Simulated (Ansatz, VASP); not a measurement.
# Ga in VASP and in Ansatz

```
CELL_PARAMETERS angstrom
2.86876 0.00000 0.00000
0.00000 2.86876 0.00000
0.00000 0.00000 2.86876
ATOMIC_POSITIONS crystal
Ga 0.00000 0.00000 0.00000
```

Alike in both runs: task single point; functional RPBE; k mesh 13 × 13 × 13; occupations fermi-dirac, width 0.1 eV; no spin polarisation.

```csv
,VASP,Ansatz
version,VASP 6.6.1,Ansatz 0.2.0
potentials or method,"VASP PAW PBE potentials, release 64 (Ga_d), cutoff 520 eV","plane waves (420 eV) with PAW, scalar-relativistic"
valence electrons in the cell,13,13
```

|  | VASP | Ansatz | Ansatz less VASP |
| --- | --- | --- | --- |
| pressure (GPa) | -3.3 | -3.3 | -0.03 |

VASP's potentials were made for PBE, not for RPBE.
